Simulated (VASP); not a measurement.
# NiSb (P6_3/mmc) in VASP: further runs

NiSb is run at these levels: PBEsol, PBE+U; tasks: single point.

All numbers are computed with VASP 6.6.1; they aren't measurements. Logs are shortened: lines on timing, memory, paths and dates and some standing lists are left out, and cuts for length are marked.

**1. The cell of the first run**

It takes space group P6_3/mmc (No. 194, hexagonal). Conventional cell: a = 3.940 Å, b = 3.940 Å, c = 5.140 Å, α = 90.00°, β = 90.00°, γ = 120.00°. Within 3.4 Å of Ni (site symmetry -3m) lie 2 Ni at 2.57 Å and 6 Sb at 2.61 Å. Within 3.5 Å of Sb (site symmetry -6m2) lie 6 Ni at 2.61 Å and 6 Sb at 3.43 Å.

**2. Single point, PBEsol**

Contents of POSCAR:

```
NiSb
1.0
    3.9399999606      0.0000000000      0.0000000000
   -1.9699999803      3.4121400568      0.0000000000
    0.0000000000      0.0000000000      5.1400000000
Ni Sb
2 2
Direct
    0.0000000000      0.0000000000      0.0000000000
    0.0000000000      0.0000000000      0.5000000000
    0.3333333333      0.6666666667      0.2500000000
    0.6666666667      0.3333333333      0.7500000000
```

Contents of INCAR.step1:

```
SYSTEM = NiSb
PREC = Accurate
ENCUT = 520
EDIFF = 1E-7
ISMEAR = 0
SIGMA = 0.1
LREAL = .False.
LASPH = .True.
NELM = 100
ALGO = Normal
ISIF = 2
LWAVE = .False.
LCHARG = .True.
LMAXMIX = 4
GGA = PS
NBANDS = 23
```

Contents of KPOINTS.step1:

```
regular mesh
0
Gamma
  2 2 2
  0 0 0
```

Contents of INCAR.step2:

```
SYSTEM = NiSb
PREC = Accurate
ENCUT = 520
EDIFF = 1E-7
ISMEAR = 0
SIGMA = 0.1
LREAL = .False.
LASPH = .True.
NELM = 100
ALGO = Normal
ISIF = 2
LWAVE = .False.
LCHARG = .False.
LMAXMIX = 4
GGA = PS
LORBIT = 10
NEDOS = 2001
ICHARG = 11
```

Contents of KPOINTS.step2:

```
regular mesh
0
Gamma
  3 3 3
  0 0 0
```

Potentials or basis: VASP PAW PBE potentials, release 64 (Ni, Sb).

Launch:

```
cat potpaw_PBE.64/Ni/POTCAR potpaw_PBE.64/Sb/POTCAR > POTCAR
cp INCAR.step1 INCAR
cp KPOINTS.step1 KPOINTS
mpirun -np 1 vasp_std > vasp.out
cp INCAR.step2 INCAR
cp KPOINTS.step2 KPOINTS
mpirun -np 1 vasp_std > vasp.out
```

OUTCAR:

```text
SYSTEM = NiSb
   PREC = Accurate
   ENCUT = 520
   EDIFF = 1E-7
   ISMEAR = 0
   LREAL = .False.
   LASPH = .True.
   NELM = 100
   ISIF = 2
   GGA = PS
   LORBIT = 10
   ICHARG = 11

 ion  position               nearest neighbor table
   1  0.000  0.000  0.000-   2 2.57   2 2.57   4 2.61   3 2.61   4 2.61   3 2.61   4 2.61   3 2.61

   2  0.000  0.000  0.500-   1 2.57   1 2.57   4 2.61   3 2.61   4 2.61   3 2.61   4 2.61   3 2.61

   3  0.333  0.667  0.250-   1 2.61   2 2.61   1 2.61   2 2.61   1 2.61   2 2.61   4 3.43   4 3.43
                             4 3.43   4 3.43   4 3.43   4 3.43
   4  0.667  0.333  0.750-   1 2.61   2 2.61   1 2.61   2 2.61   1 2.61   2 2.61   3 3.43   3 3.43
                             3 3.43   3 3.43   3 3.43   3 3.43

  LATTYP: Found a hexagonal cell.
 ALAT       =     3.9399999606
 C/A-ratio  =     1.3045685410

  Lattice vectors:

 A1 = (   3.9399999606,   0.0000000000,   0.0000000000)
 A2 = (  -1.9699999803,   3.4121400568,   0.0000000000)
 A3 = (   0.0000000000,   0.0000000000,   5.1400000000)

Analysis of symmetry for initial positions (statically):
=====================================================================
 Subroutine PRICEL returns:
 Original cell was already a primitive cell.

 Routine SETGRP: Setting up the symmetry group for a
 hexagonal supercell.

 Subroutine GETGRP returns: Found 24 space group operations
 (whereof 12 operations were pure point group operations)
 out of a pool of 24 trial point group operations.

The static configuration has the point symmetry D_3d.
 The point group associated with its full space group is D_6h.

Analysis of symmetry for dynamics (positions and initial velocities):
=====================================================================
 Subroutine PRICEL returns:
 Original cell was already a primitive cell.

 Routine SETGRP: Setting up the symmetry group for a
 hexagonal supercell.

 Subroutine GETGRP returns: Found 24 space group operations
 (whereof 12 operations were pure point group operations)
 out of a pool of 24 trial point group operations.

The dynamic configuration has the point symmetry D_3d.
 The point group associated with its full space group is D_6h.

 Subroutine INISYM returns: Found 24 space group operations
 (whereof 12 operations are pure point group operations),
 and found     1 'primitive' translations

----------------------------------------------------------------------------------------

                                     Primitive cell

  volume of cell :      69.1013

  direct lattice vectors                    reciprocal lattice vectors
     3.939999961  0.000000000  0.000000000     0.253807109  0.146535603  0.000000000
    -1.969999980  3.412140057  0.000000000     0.000000000  0.293071206  0.000000000
     0.000000000  0.000000000  5.140000000     0.000000000  0.000000000  0.194552529

  length of vectors
     3.939999961  3.939999961  5.140000000     0.293071206  0.293071206  0.194552529

  position of ions in fractional coordinates (direct lattice)
     0.000000000  0.000000000  0.000000000
     0.000000000  0.000000000  0.500000000
     0.333333333  0.666666667  0.250000000
     0.666666667  0.333333333  0.750000000

  ion indices of the primitive-cell ions
   primitive index   ion index
                 1           1
                 2           2
                 3           3
                 4           4

----------------------------------------------------------------------------------------

 KPOINTS: regular mesh

Automatic generation of k-mesh.
 Grid dimensions read from file:
 generate k-points for:    3    3    3

 Generating k-lattice:

  Cartesian coordinates                     Fractional coordinates (reciprocal lattice)
     0.084602370  0.048845201  0.000000000     0.333333333  0.000000000  0.000000000
     0.000000000  0.097690402  0.000000000     0.000000000  0.333333333  0.000000000
     0.000000000  0.000000000  0.064850843     0.000000000  0.000000000  0.333333333

  Length of vectors
     0.097690402  0.097690402  0.064850843

  Shift w.r.t. Gamma in fractional coordinates (k-lattice)
     0.000000000  0.000000000  0.000000000

 Subroutine IBZKPT returns following result:
 ===========================================

 Found      6 irreducible k-points:

 Following reciprocal coordinates:
            Coordinates               Weight
  0.000000  0.000000  0.000000      1.000000
  0.333333  0.000000  0.000000      6.000000
  0.333333  0.333333  0.000000      2.000000
  0.000000  0.000000  0.333333      2.000000
  0.333333  0.000000  0.333333     12.000000
  0.333333  0.333333  0.333333      4.000000
   k-points           NKPTS =      6   k-points in BZ     NKDIM =      6   number of bands    NBANDS=     19
   number of dos      NEDOS =   2001   number of ions     NIONS =      4
   total plane-waves  NPLWV =  36000
   dimension x,y,z NGX =    30 NGY =   30 NGZ =   40
   dimension x,y,z NGXF=    60 NGYF=   60 NGZF=   80
   ions per type =               2   2
   NGX,Y,Z   is equivalent  to a cutoff of  12.66, 12.66, 12.94 a.u.
   NGXF,Y,Z  is equivalent  to a cutoff of  25.32, 25.32, 25.87 a.u.
 SYSTEM =  NiSb
   PREC   = accura    normal or accurate (medium, high low for compatibility)
   ISTART =      0    job   : 0-new  1-cont  2-samecut
   ICHARG =     11    charge: 1-file 2-atom 10-const
   ISPIN  =      1    spin polarized calculation?
   LNONCOLLINEAR =      F non collinear calculations
   LSORBIT =      F    spin-orbit coupling
   LASPH  =      T    aspherical Exc in radial PAW
   ENCUT  =  520.0 eV  38.22 Ry    6.18 a.u.   7.33  7.33  9.56*2*pi/ulx,y,z
   NELM   =    100;   NELMIN=  2; NELMDL=  0     # of ELM steps
   EDIFF  = 0.1E-06   stopping-criterion for ELM
   LREAL  =      F    real-space projection
   EDIFFG = 0.1E-05   stopping-criterion for IOM
   NSW    =      0    number of steps for IOM
   IBRION =     -1    ionic relax: 0-MD 1-quasi-New 2-CG
   NFREE  =      0    steps in history (QN), initial steepest desc. (CG)
   ISIF   =      2    stress and relaxation
   ISYM   =      2    0-nonsym 1-usesym 2-fastsym
   POTIM  = 0.5000    time-step for ionic-motion
   TEBEG  =    0.0;   TEEND  =   0.0 temperature during run
   PSTRESS=    0.0 pullay stress
   NELECT =      30.0000    total number of electrons
   NUPDOWN=      -1.0000    fix difference up-down
   EMIN   =  10.00;   EMAX   =-10.00  energy-range for DOS
   EFERMI =   0.00;   METHOD = LEGACY
   ISMEAR =     0;   SIGMA  =   0.10  broadening in eV -4-tet -1-fermi 0-gaus
   EFERMI_NEDOS =   21; number of points for ismear=-14 and -15
   IALGO  =     38    algorithm
   IMIX   =      4    mixing-type and parameters
     AMIX     =   0.40;   BMIX     =  1.00
     AMIX_MAG =   1.60;   BMIX_MAG =  1.00
  volume/ion in A,a.u.               =      17.28       116.58
  Fermi-wavevector in a.u.,A,eV,Ry     =   1.239614  2.342531 20.907300  1.536643
  Thomas-Fermi vector in A             =   2.374090
   LORBIT       =     10    0 simple, 1 ext, 2 COOP (PROOUT), +10 PAW based schemes
   GGA     = PS    functional components
   LHFCALC =     F    Hartree Fock is set to
   AEXX    =    0.0000 exact exchange contribution
   IVDW    =     0    specifies the selected vdW correction
   LEPSILON=     F    determine dielectric tensor
   LRPA    =     F    only Hartree local field effects (RPA)
 non-spin polarized calculation
 Gauss-broadening in eV      SIGMA  =   0.10
  energy-cutoff  :      520.00
  volume of cell :       69.10
 maximum number of plane-waves:      1891
 NGX is ok and might be reduce to    30

 number of electron      30.0000028 magnetization

 Free energy of the ion-electron system (eV)
  ---------------------------------------------------
  ext. energy  EPLUGINS =         0.00000000
  ---------------------------------------------------
  free energy    TOTEN  =       -22.70971027 eV

  energy without entropy =      -22.70757721  energy(sigma->0) =      -22.70864374

 E-fermi :   9.8551     XC(G=0): -11.6030

 val. band max:        9.7624302790   @ k =   0.0000   0.0000   0.0000
 cond. band min:      10.0069899962   @ k =   0.3333   0.0000   0.0000
 fundamental gap:      0.2445597172
 Fermi energy:         9.8550782248

 k-point     1 :       0.0000    0.0000    0.0000
  band No.  band energies     occupation
      1      -3.1629      2.00000
      2       1.3436      2.00000
      3       3.5549      2.00000
      4       5.8596      2.00000
      5       5.8596      2.00000
      6       6.6352      2.00000
[... 11 lines left out ...]
     18      12.8670      0.00000
     19      13.7860      0.00000

 k-point     2 :       0.3333    0.0000    0.0000
  band No.  band energies     occupation
      1      -1.8294      2.00000
      2       0.9503      2.00000
      3       4.5298      2.00000
      4       5.0357      2.00000
      5       6.1255      2.00000
      6       6.2830      2.00000
[... 11 lines left out ...]
     18      13.4773      0.00000
     19      13.6105      0.00000

 k-point     3 :       0.3333    0.3333    0.0000
  band No.  band energies     occupation
      1       0.0051      2.00000
      2       0.0051      2.00000
      3       3.0831      2.00000
      4       5.3932      2.00000
      5       5.3932      2.00000
      6       6.5910      2.00000
[... 11 lines left out ...]
     18      10.4268      0.00000
     19      12.5812      0.00000

 k-point     4 :       0.0000    0.0000    0.3333
  band No.  band energies     occupation
      1      -2.5369      2.00000
      2      -0.7248      2.00000
      3       6.1005      2.00000
      4       6.2166      2.00000
      5       6.2166      2.00000
      6       6.9478      2.00000
[... 11 lines left out ...]
     18      12.1263      0.00000
     19      13.8904      0.00000

 k-point     5 :       0.3333    0.0000    0.3333
  band No.  band energies     occupation
      1      -1.2833      2.00000
      2       0.0972      2.00000
      3       3.9783      2.00000
      4       4.9549      2.00000
      5       6.3411      2.00000
      6       6.7483      2.00000
[... 11 lines left out ...]
     18      12.1367      0.00000
     19      13.5313      0.00000

 k-point     6 :       0.3333    0.3333    0.3333
  band No.  band energies     occupation
      1       0.1803      2.00000
      2       0.1803      2.00000
      3       3.7965      2.00000
      4       4.4633      2.00000
      5       4.4633      2.00000
      6       5.7705      2.00000
[... 11 lines left out ...]
     18      12.8683      0.00000
     19      15.3743      0.00000

------------------------ aborting loop because EDIFF is reached ----------------------------------------

  FORCE on cell =-STRESS in cart. coord.  units (eV):
  Direction    XX          YY          ZZ          XY          YZ          ZX
  --------------------------------------------------------------------------------------
  -------------------------------------------------------------------------------------
  Total       -6.4907302     -6.4907302     -6.4018056      0.0000000      0.0000000      0.0000000
  in kB     -150.4935735   -150.4935735   -148.4317740      0.0000000      0.0000000      0.0000000
  external PRESSURE =    -149.8063070 kB  Pullay stress =       0.0000000 kB

 VOLUME and BASIS-vectors are now :
 -----------------------------------------------------------------------------
  energy-cutoff  :      520.00
  volume of cell :       69.10
      direct lattice vectors                 reciprocal lattice vectors
     3.939999961  0.000000000  0.000000000     0.253807109  0.146535603  0.000000000
    -1.969999980  3.412140057  0.000000000     0.000000000  0.293071206  0.000000000
     0.000000000  0.000000000  5.140000000     0.000000000  0.000000000  0.194552529

 POSITION                                       TOTAL-FORCE (eV/Angst)
 -----------------------------------------------------------------------------------
      0.00000      0.00000      0.00000        -0.000000      0.000000      0.000000
      0.00000      0.00000      2.57000        -0.000000      0.000000      0.000000
     -0.00000      2.27476      1.28500         0.000000     -0.000000     -0.000000
      1.97000      1.13738      3.85500        -0.000000      0.000000     -0.000000
 -----------------------------------------------------------------------------------
    total drift:                               -0.000000      0.000000     -0.000000

  FREE ENERGIE OF THE ION-ELECTRON SYSTEM (eV)
  ---------------------------------------------------
  free  energy   TOTEN  =       -22.7097102718 eV

  energy  without entropy=      -22.7075772094  energy(sigma->0) =      -22.70864374

 total charge

# of ion       s       p       d       tot
------------------------------------------
    1        0.441   0.494   8.447   9.382
    2        0.441   0.494   8.447   9.382
    3        1.111   1.226   0.074   2.411
    4        1.111   1.226   0.074   2.411
--------------------------------------------------
tot          3.103   3.439  17.043  23.585
```

Wall time 12 s (1 thread of AMD EPYC 9R45 (Zen 5), shared host); peak memory 0.14 GiB.

Results:

```
Valence electrons inside the program's atomic spheres : Ni 9.38; Sb 2.41
```

Caveat: the k points lie up to 0.92 Å⁻¹ apart; the PAW data sets were made with another functional, which shifts forces and pressure a little; spin-orbit coupling is left out, which moves the levels of the heavy elements.

**3. Single point, PBE+U**

POSCAR is that of step 2.

Contents of INCAR.step1:

```
SYSTEM = NiSb
PREC = Accurate ; ENCUT = 520
EDIFF = 1E-6 ; ISMEAR = 0
SIGMA = 0.1 ; LREAL = .FALSE.
LASPH = .TRUE. ; NELM = 150
ALGO = Normal ; ISIF = 2
LWAVE = .FALSE. ; LCHARG = .TRUE.
LMAXMIX = 4 ; LDAU = .TRUE.
LDAUTYPE = 2 ; LDAUL = 2 -1
LDAUU = 2.2 0 ; LDAUJ = 0 0
LDAUPRINT = 1 ; GGA = PE
NELECT = 30.1 ; NBANDS = 23
```

Contents of KPOINTS.step1:

```
Automatic mesh
0
G
  3 3 1
  0 0 0
```

Contents of INCAR.step2:

```
SYSTEM = NiSb
PREC = Accurate ; ENCUT = 520
EDIFF = 1E-6 ; ISMEAR = 0
SIGMA = 0.1 ; LREAL = .FALSE.
LASPH = .TRUE. ; NELM = 150
ALGO = Normal ; ISIF = 2
LWAVE = .FALSE. ; LCHARG = .FALSE.
LMAXMIX = 4 ; LDAU = .TRUE.
LDAUTYPE = 2 ; LDAUL = 2 -1
LDAUU = 2.2 0 ; LDAUJ = 0 0
LDAUPRINT = 1 ; GGA = PE
LORBIT = 11 ; NEDOS = 1001
ICHARG = 11 ; NELECT = 30.1
```

Contents of KPOINTS.step2:

```
Automatic mesh
0
G
  5 5 1
  0 0 0
```

Potentials or basis: VASP PAW PBE potentials, release 64 (Ni, Sb).

Launch:

```
cat potpaw_PBE.64/Ni/POTCAR potpaw_PBE.64/Sb/POTCAR > POTCAR
cp INCAR.step1 INCAR
cp KPOINTS.step1 KPOINTS
mpirun -np 1 vasp_std > vasp.out
cp INCAR.step2 INCAR
cp KPOINTS.step2 KPOINTS
mpirun -np 1 vasp_std > vasp.out
```

It took 10 s on 1 thread of AMD EPYC 9R45 (Zen 5), shared host; peak memory 0.14 GiB.

Results (log left out):

```yaml
Valence_electrons_inside_the_program's_atomic_spheres: Ni 9.48; Sb 2.43
```

Levels at points of the mesh, in eV from the Fermi level:
```
           k point  band 11  band 12  band 13  band 14  band 15  band 16  band 17  band 18  band 19
(0.00, 0.00, 0.00)    -1.44    -1.44    -0.19     0.95     0.95     2.64     2.64     3.53     4.42
```

Eigenvalues of the final occupation matrices:
```
    site  spin  trace               eigenvalues
site 1 d     1   4.29  0.79 0.79 0.90 0.91 0.91
site 1 d     2   4.29  0.79 0.79 0.90 0.91 0.91
site 2 d     1   4.29  0.79 0.79 0.90 0.91 0.91
site 2 d     2   4.29  0.79 0.79 0.90 0.91 0.91
```

Caveat: the k points lie up to 1.22 Å⁻¹ apart; the cell carries a net charge on a neutralising background, which shifts energy and pressure; the cell is charged against a uniform background, so pressure and absolute levels hang on convention; spin-orbit coupling is left out, which moves the levels of the heavy elements; U without spin polarisation on a metal has little footing; the U is typed as a test and isn't derived for this compound.

[end of part 1 of 2]
